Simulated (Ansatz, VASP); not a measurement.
**BaTiO3: VASP beside Ansatz**

INCAR

```
PREC = Accurate
ENCUT = 520
EDIFF = 1E-7
ISMEAR = 0
SIGMA = 0.02
LREAL = False
LASPH = True
NELM = 150
ALGO = Normal
ISIF = 2
LWAVE = False
LCHARG = True
LMAXMIX = 4
LDAU = True
LDAUTYPE = 2
LDAUL = -1 2 -1
LDAUU = 0 4 0
LDAUJ = 0 0 0
LDAUPRINT = 1
GGA = PE
LELF = True
LVHAR = True
NBANDS = 28
```

The input KPOINTS:

```
regular mesh
0
Gamma
  8 8 8
```

POSCAR

```
BaTiO3
1.0
    3.9998000000      0.0000000000      0.0000000000
    0.0000000000      3.9998000000      0.0000000000
    0.0000000000      0.0000000000      4.0180000000
Ba Ti O
1 1 3
Direct
    0.0000000000      0.0000000000      0.0000000000
    0.5000000000      0.5000000000      0.4900000000
    0.5000000000      0.5000000000      0.0190000000
    0.5000000000      0.0000000000      0.5170000000
    0.0000000000      0.5000000000      0.5170000000
```

Input for Ansatz:

```yaml
crystal:
  lattice:
    - [3.9998, 0.0, 0.0]
    - [0.0, 3.9998, 0.0]
    - [0.0, 0.0, 4.018]
  atoms:
    - { symbol: Ba, position: [0.0, 0.0, 0.0] }
    - { symbol: Ti, position: [0.5, 0.5, 0.49] }
    - { symbol: O, position: [0.5, 0.5, 0.019] }
    - { symbol: O, position: [0.5, 0.0, 0.517] }
    - { symbol: O, position: [0.0, 0.5, 0.517] }
basis:
  ecutwfc: 420
kpoints:
  mp_grid: { grid: [8, 8, 8] }
hamiltonian:
  xc: pbe
  hubbard: { sites: [{ species: Ti, l: d, u_eff: 4.0 }] }
scf:
  occupations: { method: gaussian, width: 0.02 }
output:
  forces: true
  stress: true
  eigenvalues: true
  populations: true
```

Alike in both runs: task single point; functional PBE; k mesh 8 × 8 × 8; occupations gaussian, width 0.02 eV; no spin polarisation; Hubbard terms Ti d U = 4.0 eV.

```csv
,VASP,Ansatz
version,VASP 6.6.1,Ansatz 0.2.0
potentials or method,"VASP PAW PBE potentials, release 64 (Ba_sv, Ti_sv, O), cutoff 520 eV","scalar-relativistic, plane waves, PAW"
valence electrons in the cell,40,40
```

Ansatz gave:

* gap on the k mesh at the Fermi level (eV): 2.30
* least direct gap on the mesh (eV): 2.58
* pressure (GPa): 3.7
* traceless stress, the component that is largest in VASP (GPa): 0.61
* rms of the force components (eV/Å): 0.058

Problem. Estimate VASP's values.

Solution. gap on the k mesh at the Fermi level (eV): 2.25; least direct gap on the mesh (eV): 2.56; pressure (GPa): 7.5; traceless stress, the component that is largest in VASP (GPa): 0.85; rms of the force components (eV/Å): 0.150.

The programs project onto different local orbitals, so the same U acts differently, and such runs can settle in different states. Atom by atom the forces differ by 0.139 eV/Å (rms over components).

Neither program's run includes spin-orbit coupling.
